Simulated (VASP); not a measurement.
**Rh: single point with PBE**

The system is Rh.

```
CELL_PARAMETERS angstrom
2.05942 0.00000 0.00000
0.00000 2.05942 0.00000
0.00000 0.00000 2.05942
ATOMIC_POSITIONS crystal
Rh 0.00000 0.00000 0.00000
```

- Program: VASP 6.6.1
- Task: single point
- Functional: PBE
- Potentials or basis: VASP PAW PBE potentials, release 64 (Rh_pv)
- Cutoff: 520 eV
- k mesh: 18 × 18 × 18
- Occupations: fermi-dirac, width 0.05 eV
- Spin: no spin polarisation

The pressure is 530.8 GPa.

Levels at points of the mesh, in eV from the Fermi level:
```
           k point  band 5  band 6  band 7  band 8  band 9  band 10
(0.00, 0.00, 0.00)  -12.04  -11.31    2.03    2.03    2.03    19.63
(0.50, 0.00, 0.00)   -8.18   -3.81   -3.81   -1.63    2.65    13.00
(0.50, 0.50, 0.00)   -7.74   -2.62   -2.62    6.05    7.89     7.89
(0.50, 0.50, 0.50)  -11.36  -11.36    6.29    6.48    6.48    19.64
```

Wall time 12 s on 1 thread of AMD EPYC 9R14 (Zen 4) (shared host), peak memory 0.1 GiB.
